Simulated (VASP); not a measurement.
# Zn2CdTe3 (P6/mmm) in VASP: further runs, part 2 of 2

VASP 6.6.1. Earlier steps stand in the parts before.

**3. Single point, PBE**

This run uses another cell than the first one, of 29.16 Å³/atom.

INCAR reads:

```
SYSTEM = Zn2CdTe3
ALGO = Normal ; EDIFF = 1E-6
ENCUT = 520 ; GGA = PE
ISIF = 2 ; ISMEAR = 0
LASPH = .True. ; LCHARG = .True.
LELF = .True. ; LREAL = .False.
LVHAR = .True. ; LWAVE = .False.
NBANDS = 36 ; NELM = 100
PREC = Accurate ; SIGMA = 0.1
```

KPOINTS reads:

```
k-points
0
Gamma
  6 6 8
  0 0 0
```

POSCAR reads:

```
Zn2CdTe3
1.0
    7.1868561104      0.0000000034      0.0000000000
   -3.5934280581      6.2239999632      0.0000000000
    0.0000000000      0.0000000000      3.9117453287
Zn Cd Te
2 1 3
Direct
    0.3333333333      0.6666666667      0.0000000000
    0.6666666667      0.3333333333      0.0000000000
    0.0000000000      0.0000000000      0.0000000000
    0.5000000000      0.0000000000      0.5000000000
    0.0000000000      0.5000000000      0.5000000000
    0.5000000000      0.5000000000      0.5000000000
```

Potentials or basis: VASP PAW PBE potentials, release 64 (Zn, Cd, Te).

Launch:

```sh
cat potpaw_PBE.64/Zn/POTCAR potpaw_PBE.64/Cd/POTCAR potpaw_PBE.64/Te/POTCAR > POTCAR
mpirun -np 1 vasp_std > vasp.out
```

Wall time 2 min (1 thread of AMD EPYC 9R45 (Zen 5), shared host); peak memory 0.39 GiB.

The run converged. Its results:

```yaml
Free_energy: -11.3890 eV
Pressure: 0.0 GPa
Band_gap_on_the_k_mesh: zero (bands 27 and 28 overlap by 1.08 eV)
```

Levels at points of the mesh, in eV from the Fermi level:
```tsv
k point	band 25	band 26	band 27	band 28	band 29	band 30
(0.00, 0.00, 0.00)	0.14	0.14	0.30	0.31	0.31	3.70
(0.50, 0.00, 0.00)	-0.69	-0.11	0.29	0.30	1.29	2.44
(0.00, 0.00, 0.50)	-2.34	-0.07	0.81	1.11	1.11	1.52
(0.50, 0.00, 0.50)	-1.18	-1.09	-1.01	0.27	1.04	1.20
```

Caveat: spin-orbit coupling is left out, which moves the levels of the heavy elements.

**4. Single point, PBE**

This run uses another cell than the first one, of 29.22 Å³/atom.

INCAR is that of step 3.

KPOINTS reads:

```
k-points
0
Gamma
  6 6 10
  0 0 0
```

Changes to POSCAR since step 3:

```diff
@@ -2,5 +2,5 @@
 1.0
-    7.1868561104      0.0000000034      0.0000000000
-   -3.5934280581      6.2239999632      0.0000000000
-    0.0000000000      0.0000000000      3.9117453287
+    7.1720957111      0.0000000034      0.0000000000
+   -3.5860478585      6.2112170825      0.0000000000
+    0.0000000000      0.0000000000      3.9352768907
 Zn Cd Te
```

Potentials or basis: VASP PAW PBE potentials, release 64 (Zn, Cd, Te).

Launch:

```sh
cat potpaw_PBE.64/Zn/POTCAR potpaw_PBE.64/Cd/POTCAR potpaw_PBE.64/Te/POTCAR > POTCAR
mpirun -np 1 vasp_std > vasp.out
```

OUTCAR:

```text
SYSTEM = Zn2CdTe3
   EDIFF = 1E-6
   ENCUT = 520
   GGA = PE
   ISIF = 2
   ISMEAR = 0
   LASPH = .True.
   LREAL = .False.
   NELM = 100
   PREC = Accurate

 ion  position               nearest neighbor table
   1  0.333  0.667  0.000-   5 2.86   5 2.86   4 2.86   4 2.86   6 2.86   6 2.86
   2  0.667  0.333  0.000-   5 2.86   5 2.86   4 2.86   4 2.86   6 2.86   6 2.86
   3  0.000  0.000  0.000-
   4  0.500  0.000  0.500-   1 2.86   2 2.86   1 2.86   2 2.86   5 3.59   5 3.59   6 3.59   6 3.59

   5  0.000  0.500  0.500-   1 2.86   2 2.86   1 2.86   2 2.86   6 3.59   6 3.59   4 3.59   4 3.59

[... 1146 lines left out ...]
  Total       -0.0216858     -0.0216858      0.0765061      0.0000000     -0.0000000     -0.0000000
  in kB       -0.1981926     -0.1981926      0.6992112      0.0000000     -0.0000000     -0.0000000
  external PRESSURE =       0.1009420 kB  Pullay stress =       0.0000000 kB

 VOLUME and BASIS-vectors are now :
 -----------------------------------------------------------------------------
  energy-cutoff  :      520.00
  volume of cell :      175.31
      direct lattice vectors                 reciprocal lattice vectors
     7.172095711  0.000000003  0.000000000     0.139429260  0.080499521  0.000000000
    -3.586047859  6.211217083  0.000000000    -0.000000000  0.160999042  0.000000000
     0.000000000  0.000000000  3.935276891     0.000000000  0.000000000  0.254111725

 POSITION                                       TOTAL-FORCE (eV/Angst)
 -----------------------------------------------------------------------------------
     -0.00000      4.14081      0.00000        -0.000000     -0.000000      0.000000
      3.58605      2.07041      0.00000         0.000000      0.000000     -0.000000
      0.00000      0.00000      0.00000         0.000000      0.000000     -0.000000
      3.58605      0.00000      1.96764         0.000000      0.000000     -0.000000
     -1.79302      3.10561      1.96764         0.000000      0.000000     -0.000000
      1.79302      3.10561      1.96764         0.000000      0.000000     -0.000000
 -----------------------------------------------------------------------------------
    total drift:                               -0.000000      0.000000     -0.000000

  FREE ENERGIE OF THE ION-ELECTRON SYSTEM (eV)
  ---------------------------------------------------
  free  energy   TOTEN  =       -11.3759988544 eV

  energy  without entropy=      -11.3526813013  energy(sigma->0) =      -11.36434008
```

Run time: 2.3 min. Hardware: 1 thread of AMD EPYC 9R45 (Zen 5), shared host; peak memory 0.42 GiB.

Results:

* Free energy: -11.3760 eV
* Pressure: 0.0 GPa
* Band gap on the k mesh: zero (bands 27 and 28 overlap by 1.09 eV)

Levels at points of the mesh, in eV from the Fermi level:
```tsv
k point	band 24	band 25	band 26	band 27	band 28	band 29	band 30	band 31
(0.00, 0.00, 0.00)	-0.19	0.19	0.19	0.28	0.28	0.34	3.64	3.82
(0.50, 0.00, 0.00)	-1.36	-0.73	-0.09	0.27	0.34	1.24	2.36	2.79
(0.00, 0.00, 0.50)	-2.35	-2.35	-0.10	0.83	1.15	1.15	1.52	1.52
(0.50, 0.00, 0.50)	-1.90	-1.18	-1.10	-1.01	0.28	1.07	1.24	3.03
```

Caveat: spin-orbit coupling is left out, which moves the levels of the heavy elements.

**5. Relaxation of cell and atoms, PBE**

INCAR reads:

```
SYSTEM = Zn2CdTe3
  PREC = Accurate
  ENCUT = 600
  EDIFF = 1E-6
  ISMEAR = 0
  SIGMA = 0.1
  LREAL = .FALSE.
  LASPH = .TRUE.
  NELM = 80
  ALGO = Normal
  ISIF = 3
  LWAVE = .FALSE.
  LCHARG = .FALSE.
  GGA = PE
  IBRION = 2
  NSW = 100
  EDIFFG = -0.01
```

KPOINTS reads:

```
regular mesh
0
G
  6 6 8
  0 0 0
```

POSCAR reads:

```
Zn2CdTe3
1.0
    6.1481080700      0.0000000000      0.0000000000
   -3.0740540400      5.3244177800      0.0000000000
    0.0000000000      0.0000000000      5.1133990300
Zn Cd Te
2 1 3
Direct
    0.3333333300      0.6666666700      0.0000000000
    0.6666666700      0.3333333300      0.0000000000
    0.0000000000      0.0000000000      0.0000000000
    0.5000000000      0.0000000000      0.5000000000
    0.0000000000      0.5000000000      0.5000000000
    0.5000000000      0.5000000000      0.5000000000
```

Launch:

```sh
cat potpaw_PBE.64/Zn/POTCAR potpaw_PBE.64/Cd/POTCAR potpaw_PBE.64/Te/POTCAR > POTCAR
mpirun -np 1 vasp_std > vasp.out
```

It took 18 min on 1 thread of AMD EPYC 9R45 (Zen 5), shared host; peak memory 0.47 GiB.

Results (log left out):

```yaml
Free_energy: -11.3852 eV
Relaxed_volume: 29.18 Å³/atom
Relaxed_cell: a = 7.182 Å, b = 7.182 Å, c = 3.920 Å, α = 90.00°, β = 90.00°, γ = 120.00°
Space_group_after_relaxing_to_0.1_Å: P6/mmm (No. 191)
Energy_gained_by_relaxing: 157.6 meV/atom
Ionic_steps: 14
Pressure_after_relaxing: 0.0 GPa
Band_gap_on_the_k_mesh: zero (bands 27 and 28 overlap by 1.08 eV)
```

The path:
```tsv
step	energy change (eV)	largest force (eV/Å)	pressure (GPa)	volume (Å³)
1	0.0000	0.0000	2.17	167.39
2	-0.1466	0.0000	-0.09	176.64
3	-0.1801	0.0000	-1.64	184.67
4	-0.2971	0.0000	-2.02	185.67
5	-0.6120	0.0000	-2.43	187.36
6	-0.8469	0.0000	-1.20	184.21
7	-0.8588	0.0000	-2.09	186.35
8	-0.9368	0.0000	0.80	171.28
9	-0.9454	0.0000	0.02	174.60
10	-0.9453	0.0000	0.09	174.37
11	-0.9457	0.0000	-0.03	174.91
12	-0.9457	0.0000	-0.02	175.01
13	-0.9457	0.0000	-0.06	175.20
14	-0.9459	0.0000	-0.03	175.10
```

Final structure:
```cif
data_structure
_symmetry_space_group_name_H-M 'P 1'
_symmetry_Int_Tables_number 1
_cell_length_a 7.1823
_cell_length_b 7.1823
_cell_length_c 3.9195
_cell_angle_alpha 90.000
_cell_angle_beta 90.000
_cell_angle_gamma 120.000
_cell_volume 175.10
loop_
_atom_site_label
_atom_site_type_symbol
_atom_site_fract_x
_atom_site_fract_y
_atom_site_fract_z
_atom_site_occupancy
Zn1 Zn 0.33333 0.66667 0.00000 1
Zn2 Zn 0.66667 0.33333 0.00000 1
Cd1 Cd 0.00000 0.00000 0.00000 1
Te1 Te 0.50000 0.00000 0.50000 1
Te2 Te 0.00000 0.50000 0.50000 1
Te3 Te 0.50000 0.50000 0.50000 1
```

Levels at points of the mesh, in eV from the Fermi level:
| k point | band 25 | band 26 | band 27 | band 28 | band 29 | band 30 |
| --- | --- | --- | --- | --- | --- | --- |
| (0.00, 0.00, 0.00) | 0.15 | 0.15 | 0.29 | 0.29 | 0.31 | 3.67 |
| (0.50, 0.00, 0.00) | -0.71 | -0.11 | 0.28 | 0.30 | 1.27 | 2.40 |
| (0.00, 0.00, 0.50) | -2.35 | -0.08 | 0.81 | 1.12 | 1.12 | 1.52 |
| (0.50, 0.00, 0.50) | -1.19 | -1.09 | -1.02 | 0.27 | 1.04 | 1.21 |

Caveat: a cell axis changed by over 15 % at a fixed basis, so the end point is rough; spin-orbit coupling is left out, which moves the levels of the heavy elements.

**6. The runs side by side**

| task | cell | k mesh | cutoff (eV) | gap on the mesh (eV) | pressure (GPa) |
| --- | --- | --- | --- | --- | --- |
| single point | a = 6.148, b = 6.148, c = 5.113 Å, angles 90.0, 90.0, 120.0°, 6 atoms | 3 × 3 × 4 | 520 | none | 3.5 |
| single point | a = 7.187, b = 7.187, c = 3.912 Å, angles 90.0, 90.0, 120.0°, 6 atoms | 6 × 6 × 8 | 520 | none | 0.0 |
| single point | a = 7.172, b = 7.172, c = 3.935 Å, angles 90.0, 90.0, 120.0°, 6 atoms | 6 × 6 × 10 | 520 | none | 0.0 |
| relaxation of cell and atoms | relaxed from a = 6.148, b = 6.148, c = 5.113 Å, angles 90.0, 90.0, 120.0°, 6 atoms | 6 × 6 × 8 | 600 | none | 0.0 |

Alike in all rows: level PBE; potentials or basis VASP PAW PBE potentials, release 64 (Zn, Cd, Te); no spin polarisation; smearing gaussian 0.1 eV.

Caveats: some runs use coarse meshes; spin-orbit coupling is left out, which moves the levels of the heavy elements; a cell axis changed by over 15 % at a fixed basis, so the end point is rough (at least some runs).

Absolute energies hang on the potentials; compare differences alone.
